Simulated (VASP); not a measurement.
A run of VASP 6.6.1 is set up as follows.

Contents of INCAR:

```
ALGO = Normal
EDIFF = 1E-6
ENCUT = 520
GGA = PE
ISIF = 2
ISMEAR = -1
LASPH = True
LCHARG = False
LREAL = False
LWAVE = False
NBANDS = 19
NELM = 100
PREC = Accurate
SIGMA = 0.05
```

File KPOINTS:

```
k-points
0
Gamma
  6 6 3
```

POSCAR

```
TiTe2
1.0
    3.7770000000      0.0000000000      0.0000000000
   -1.8885000000      3.2709779501      0.0000000000
    0.0000000000      0.0000000000      6.4980000000
Te Ti
2 1
Direct
    0.3333333333      0.6666666667      0.7372000000
    0.6666666667      0.3333333333      0.2628000000
    0.0000000000      0.0000000000      0.0000000000
```

Potentials or basis: VASP PAW PBE potentials, release 64 (Te, Ti_sv).

Command:

```sh
$ cat potpaw_PBE.64/Te/POTCAR potpaw_PBE.64/Ti_sv/POTCAR > POTCAR
$ mpirun -np 1 vasp_std > vasp.out
```

**Question.** What does it give for the pressure?

**Answer.** 0.8 GPa.

**Question.** Predict the largest force.

**Answer.** 0.040 eV/Å.

**Question.** Predict the band gap on the k mesh.

**Answer.** Zero (bands 12 and 13 overlap by 0.52 eV).

Forces in eV/Å, atoms in the order of the input:
```
Te   0.000  0.000  0.040
Te   0.000  0.000 -0.040
Ti   0.000  0.000  0.000
```

Caveat: spin-orbit coupling is left out, which moves the levels of the heavy elements; this functional lacks dispersion, which binds the layers, so the pressure and a relaxed spacing across them are unreliable.
